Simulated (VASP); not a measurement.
Crystal: Ti3O4.

```
Ti O
1.0
    -2.06591    2.06591    4.08913
     2.06591   -2.06591    4.08913
     2.06591    2.06591   -4.08913
Ti O
3 4
Cartesian
  2.0659 0.0000 2.0446
  0.0000 0.0000 4.0891
  0.0000 2.0659 2.0446
  2.0659 0.0000 0.0000
  0.0000 0.0000 1.9964
  0.0000 2.0659 0.0000
  0.0000 0.0000 6.1818
```

```yaml
Program: VASP 6.6.1
Task: relaxation of cell and atoms
Functional: LDA
Potentials_or_basis: VASP PAW LDA potentials, release 64 (Ti_sv, O)
Cutoff: 600 eV
k_mesh: 6 × 6 × 6
Occupations: gaussian, width 0.1 eV
Spin: no spin polarisation
```

At the start: pressure -11.8 GPa; volume 9.97 Å³/atom.

**Question.** Where does the relaxation end?

**Answer.** Over 7 steps the energy falls by 18.5 meV/atom and the volume is 9.48 Å³/atom (-4.9 %); space group I4/mmm (No. 139, to 0.1 Å) before and after.

Step by step:
```
step  energy change (eV)  largest force (eV/Å)  pressure (GPa)  volume (Å³)
   1              0.0000                0.1720          -11.85        69.81
   2              0.1042                0.8558           19.27        62.62
   3             -0.1250                0.2266           -0.29        66.63
   4             -0.1250                0.2354           -0.03        66.56
   5             -0.1281                0.0873            0.01        66.45
   6             -0.1283                0.0364            0.05        66.41
   7             -0.1292                0.0041           -0.04        66.39
```

Final structure:
```
CELL_PARAMETERS angstrom
-2.03290 2.03290 4.01639
2.03290 -2.03290 4.01639
2.03290 2.03290 -4.01639
ATOMIC_POSITIONS crystal
Ti 0.25000 0.75000 0.50000
Ti 0.50000 0.50000 0.00000
Ti 0.75000 0.25000 0.50000
O 0.00000 0.50000 0.50000
O 0.24220 0.24220 0.00000
O 0.50000 0.00000 0.50000
O 0.75780 0.75780 0.00000
```
